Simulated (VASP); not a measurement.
# MgS (Niningerite) (Fm-3m) in VASP: a series of runs, part 3 of 3

VASP 6.6.1. The steps go on from the part before.

## 4. Relaxation of cell and atoms, revPBE+D4

Input file INCAR:

```
SYSTEM = MgS
PREC     = Accurate       ! precision mode
ENCUT    = 600            ! plane-wave cutoff, eV
EDIFF    = 1E-7           ! SCF threshold, eV
ISMEAR   = -1             ! smearing method
SIGMA    = 0.05           ! smearing width, eV
LREAL    = .False.        ! projectors in reciprocal space
LASPH    = .True.         ! aspherical terms in the spheres
NELM     = 60             ! most SCF steps
ALGO     = Normal         ! electronic algorithm
ISIF     = 3              ! what is computed and relaxed
LWAVE    = .False.        ! write WAVECAR
LCHARG   = .False.        ! write CHGCAR
GGA      = RE             ! functional
IVDW     = 13             ! dispersion correction
IBRION   = 2              ! ionic algorithm
NSW      = 60             ! ionic steps
EDIFFG   = -0.01          ! ionic threshold
```

Input file KPOINTS:

```
Automatic mesh
0
Gamma
  9 9 9
  0 0 0
```

Input file POSCAR:

```
MgS
1.0
    0.0000000000      2.6016500000      2.6016500000
    2.6016500000      0.0000000000      2.6016500000
    2.6016500000      2.6016500000      0.0000000000
S Mg
1 1
Direct
    0.5000000000      0.5000000000      0.5000000000
    0.0000000000      0.0000000000      0.0000000000
```

Command:

```bash
$ cat potpaw_PBE.64/S/POTCAR potpaw_PBE.64/Mg/POTCAR > POTCAR
$ mpirun -np 1 vasp_std > vasp.out
```

Run time: 17 s. Hardware: 1 thread of AMD EPYC 9R45 (Zen 5), shared host; peak memory 0.15 GiB.

It converged, with:

```
Free energy                            : -9.0990 eV
Relaxed volume                         : 17.00 Å³/atom
Relaxed cell                           : a = 3.637 Å, b = 3.637 Å, c = 3.637 Å, α = 60.00°, β = 60.00°, γ = 60.00°
Space group after relaxing (to 0.05 Å) : Fm-3m (No. 225)
Energy gained by relaxing              : 5.2 meV/atom
Ionic steps                            : 3
Pressure after relaxing                : 0.0 GPa
Band gap on the k mesh                 : 3.10 eV, indirect (least direct gap 4.12 eV)
Dispersion energy per atom             : -0.552 eV
```

Step by step:
```csv
step,energy change (eV),largest force (eV/Å),pressure (GPa),volume (Å³)
1,0.0000,0.0000,-2.66,35.22
2,-0.0099,0.0000,0.64,33.75
3,-0.0104,0.0000,0.01,34.01
```

Final structure:
```cif
data_structure
_symmetry_space_group_name_H-M 'P 1'
_symmetry_Int_Tables_number 1
_cell_length_a 3.6366
_cell_length_b 3.6366
_cell_length_c 3.6366
_cell_angle_alpha 60.000
_cell_angle_beta 60.000
_cell_angle_gamma 60.000
_cell_volume 34.01
loop_
_atom_site_label
_atom_site_type_symbol
_atom_site_fract_x
_atom_site_fract_y
_atom_site_fract_z
_atom_site_occupancy
S1 S 0.50000 0.50000 0.50000 1
Mg1 Mg 0.00000 0.00000 0.00000 1
```

Levels at points of the mesh, in eV from the valence-band top:
| k point | band 1 | band 2 | band 3 | band 4 | band 5 | band 6 | band 7 | band 8 |
| --- | --- | --- | --- | --- | --- | --- | --- | --- |
| (0.00, 0.00, 0.00) | -12.86 | 0.00 | 0.00 | 0.00 | 4.12 | 7.96 | 7.96 | 7.96 |

Caveat: the PAW data sets were made with another functional, which shifts forces and pressure a little. A k mesh can miss the band edges.

## 5. Relaxation of cell and atoms, BLYP+D3(BJ)

Input file INCAR:

```
PREC = Accurate
ENCUT = 600
EDIFF = 1E-6
ISMEAR = -1
SIGMA = 0.05
LREAL = False
LASPH = True
NELM = 80
ALGO = Normal
ISIF = 3
LWAVE = False
LCHARG = False
GGA = B5
ALDAX = 1.0
AGGAX = 1.0
AGGAC = 1.0
ALDAC = 0.0
IVDW = 12
VDW_S6 = 1.0
VDW_S8 = 2.6996
VDW_A1 = 0.4298
VDW_A2 = 4.2359
IBRION = 2
NSW = 60
EDIFFG = -0.01
```

Input file KPOINTS:

```
regular mesh
0
Gamma
  9 9 9
```

POSCAR is that of step 4.

Potentials or basis: VASP PAW PBE potentials, release 64 (S, Mg).

Command:

```bash
$ cat potpaw_PBE.64/S/POTCAR potpaw_PBE.64/Mg/POTCAR > POTCAR
$ mpirun -np 1 vasp_std > vasp.out
```

OUTCAR:

```text
PREC = Accurate
   ENCUT = 600
   EDIFF = 1E-6
   ISMEAR = -1
   LREAL = False
   LASPH = True
   NELM = 80
   ISIF = 3
   GGA = B5
   IVDW = 12
   IBRION = 2
   NSW = 60
   EDIFFG = -0.01
 IVDW          = 12

 ion  position               nearest neighbor table
   1  0.500  0.500  0.500-   2 2.60   2 2.60   2 2.60   2 2.60   2 2.60   2 2.60
   2  0.000  0.000  0.000-   1 2.60   1 2.60   1 2.60   1 2.60   1 2.60   1 2.60

  LATTYP: Found a face centered cubic cell.
 ALAT       =     5.2033000000

  Lattice vectors:

 A1 = (   0.0000000000,   2.6016500000,   2.6016500000)
 A2 = (   2.6016500000,   0.0000000000,   2.6016500000)
 A3 = (   2.6016500000,   2.6016500000,   0.0000000000)

Analysis of symmetry for initial positions (statically):
[... 33 lines left out ...]
                                     Primitive cell

  volume of cell :      35.2190

  direct lattice vectors                    reciprocal lattice vectors
     0.000000000  2.601650000  2.601650000    -0.192185728  0.192185728  0.192185728
     2.601650000  0.000000000  2.601650000     0.192185728 -0.192185728  0.192185728
     2.601650000  2.601650000  0.000000000     0.192185728  0.192185728 -0.192185728

  length of vectors
     3.679288715  3.679288715  3.679288715     0.332875446  0.332875446  0.332875446

  position of ions in fractional coordinates (direct lattice)
[... 8 lines left out ...]
----------------------------------------------------------------------------------------

 KPOINTS: regular mesh

Automatic generation of k-mesh.
 Grid dimensions read from file:
 generate k-points for:    9    9    9
[... 106 lines left out ...]

 Free energy of the ion-electron system (eV)
  ---------------------------------------------------
  ext. energy  EPLUGINS =         0.00000000
  ---------------------------------------------------
  free energy    TOTEN  =        -7.48678827 eV

  energy without entropy =       -7.48678827  energy(sigma->0) =       -7.48678827

------------------------ aborting loop because EDIFF is reached ----------------------------------------

 Edisp (eV)   -1.56767

 E8    (eV) :    -1.1107
[... 71 lines left out ...]
--------------------------------------- Ionic step        3  -------------------------------------------

 number of electron       8.0000001 magnetization

 Free energy of the ion-electron system (eV)
  ---------------------------------------------------
  ext. energy  EPLUGINS =         0.00000000
  ---------------------------------------------------
  free energy    TOTEN  =        -7.42735550 eV

  energy without entropy =       -7.42735550  energy(sigma->0) =       -7.42735550

 E-fermi :   5.5633     XC(G=0):  -9.3170

 val. band max:        4.5536022249   @ k =   0.0000   0.0000   0.0000
 cond. band min:       7.6341131965   @ k =   0.4444   0.4444   0.0000
 fundamental gap:      3.0805109715
 Fermi energy:         5.5633108903

 k-point     1 :       0.0000    0.0000    0.0000
  band No.  band energies     occupation
      1      -8.3246      2.00000
      2       4.5536      2.00000
      3       4.5536      2.00000
      4       4.5536      2.00000
      5       8.8471      0.00000
      6      12.6632      0.00000
      7      12.6632      0.00000
      8      12.6632      0.00000
[... 243 lines left out ...]
 k-point    24 :       0.4444    0.4444    0.0000
  band No.  band energies     occupation
      1      -6.5997      2.00000
      2       0.3411      2.00000
      3       2.8465      2.00000
      4       2.8465      2.00000
      5       7.6341      0.00000
      6       9.1883      0.00000
      7      16.9188      0.00000
      8      17.3778      0.00000

 [... further k-points ...]

------------------------ aborting loop because EDIFF is reached ----------------------------------------

 Edisp (eV)   -1.64762

 E8    (eV) :    -1.1670
[... 25 lines left out ...]
  FREE ENERGIE OF THE ION-ELECTRON SYSTEM (eV)
  ---------------------------------------------------
  free  energy   TOTEN  =        -9.0749797744 eV

  energy  without entropy=       -9.0749797744  energy(sigma->0) =       -9.07497977

 reached required accuracy - stopping structural energy minimisation
```

It took 34 s on 1 thread of AMD EPYC 9R45 (Zen 5), shared host; peak memory 0.16 GiB.

What came out:

- Free energy: -9.0750 eV
- Relaxed volume: 16.77 Å³/atom
- Relaxed cell: a = 3.620 Å, b = 3.620 Å, c = 3.620 Å, α = 60.00°, β = 60.00°, γ = 60.00°
- Space group after relaxing (to 0.05 Å): Fm-3m (No. 225)
- Energy gained by relaxing: 10.3 meV/atom
- Ionic steps: 3
- Pressure after relaxing: 0.0 GPa
- Band gap on the k mesh: 3.08 eV, indirect (least direct gap 4.29 eV)
- Dispersion energy per atom: -0.824 eV

Step by step:
```
step  energy change (eV)  largest force (eV/Å)  pressure (GPa)  volume (Å³)
   1              0.0000                0.0000           -3.76        35.22
   2             -0.0193                0.0000            1.02        33.15
   3             -0.0205                0.0000           -0.01        33.54
```

Final structure:
```
CELL_PARAMETERS angstrom
0.00000 2.55961 2.55961
2.55961 0.00000 2.55961
2.55961 2.55961 0.00000
ATOMIC_POSITIONS crystal
S 0.50000 0.50000 0.50000
Mg 0.00000 0.00000 0.00000
```

Caveat: the PAW data sets were made with another functional, which shifts forces and pressure a little.

## 6. Relaxation of cell and atoms, BLYP+D4

Input file INCAR:

```
AGGAC    = 1.0          
AGGAX    = 1.0          
ALDAC    = 0.0          
ALDAX    = 1.0          
ALGO     = Normal         # electronic algorithm
EDIFF    = 1E-6           # SCF threshold, eV
EDIFFG   = -0.01          # ionic threshold
ENCUT    = 600            # plane-wave cutoff, eV
GGA      = B5             # functional
IBRION   = 2              # ionic algorithm
ISIF     = 3              # what is computed and relaxed
ISMEAR   = -1             # smearing method
IVDW     = 13             # dispersion correction
LASPH    = True           # aspherical terms in the spheres
LCHARG   = False          # write CHGCAR
LREAL    = False          # projectors in reciprocal space
LWAVE    = False          # write WAVECAR
NELM     = 80             # most SCF steps
NSW      = 60             # ionic steps
PREC     = Accurate       # precision mode
SIGMA    = 0.05           # smearing width, eV
VDW_A1   = 0.44488865   
VDW_A2   = 4.0933009    
VDW_S6   = 1.0          
VDW_S8   = 2.34076671
```

Input file KPOINTS:

```
k-points
0
Gamma
  9 9 9
```

POSCAR is that of step 5.

Potentials or basis: VASP PAW PBE potentials, release 64 (S, Mg).

Command:

```bash
$ cat potpaw_PBE.64/S/POTCAR potpaw_PBE.64/Mg/POTCAR > POTCAR
$ mpirun -np 1 vasp_std > vasp.out
```

Wall time 35 s (1 thread of AMD EPYC 9R45 (Zen 5), shared host); peak memory 0.15 GiB.

It converged, with:

```yaml
Free_energy: -8.5972 eV
Relaxed_volume: 17.23 Å³/atom
Relaxed_cell: a = 3.653 Å, b = 3.653 Å, c = 3.653 Å, α = 60.00°, β = 60.00°, γ = 60.00°
Space_group_after_relaxing_to_0.05_Å: Fm-3m (No. 225)
Energy_gained_by_relaxing: 2.0 meV/atom
Ionic_steps: 3
Pressure_after_relaxing: 0.0 GPa
Band_gap_on_the_k_mesh: 3.02 eV, indirect (least direct gap 4.07 eV)
Dispersion_energy_per_atom: -0.566 eV
```

Step by step:
```tsv
step	energy change (eV)	largest force (eV/Å)	pressure (GPa)	volume (Å³)
1	0.0000	0.0000	-1.68	35.22
2	-0.0039	0.0000	0.41	34.28
3	-0.0041	0.0000	0.00	34.46
```

Final structure:
```
S Mg
1.0
     0.00000    2.58273    2.58273
     2.58273    0.00000    2.58273
     2.58273    2.58273    0.00000
S Mg
1 1
Cartesian
  2.5827 2.5827 2.5827
  0.0000 0.0000 0.0000
```

Levels at points of the mesh, in eV from the valence-band top:
```
           k point  band 1  band 2  band 3  band 4  band 5  band 6  band 7  band 8
(0.00, 0.00, 0.00)  -12.72    0.00    0.00    0.00    4.07    8.13    8.13    8.13
```

Caveat: the PAW data sets were made with another functional, which shifts forces and pressure a little. A k mesh can miss the band edges.

## 7. Summary

```csv
task,level,cell,cutoff (eV),smearing,gap on the mesh (eV),pressure (GPa),relaxed volume (Å³/atom)
single point,PBE,as given,520,gaussian 0.03 eV,2.91,0.9,-
relaxation of cell and atoms,revPBE+D3(BJ),relaxed,600,fermi-dirac 0.05 eV,3.13,0.0,16.71
relaxation of cell and atoms,revPBE+D4,relaxed,600,fermi-dirac 0.05 eV,3.10,0.0,17.00
relaxation of cell and atoms,BLYP+D3(BJ),relaxed,600,fermi-dirac 0.05 eV,3.08,0.0,16.77
relaxation of cell and atoms,BLYP+D4,relaxed,600,fermi-dirac 0.05 eV,3.02,0.0,17.23
```

Alike in all rows: potentials or basis VASP PAW PBE potentials, release 64 (S, Mg); no spin polarisation; k mesh 9 × 9 × 9.

Caveats: the PAW data sets were made with another functional, which shifts forces and pressure a little (some runs).

Absolute energies hang on the potentials; compare differences alone.
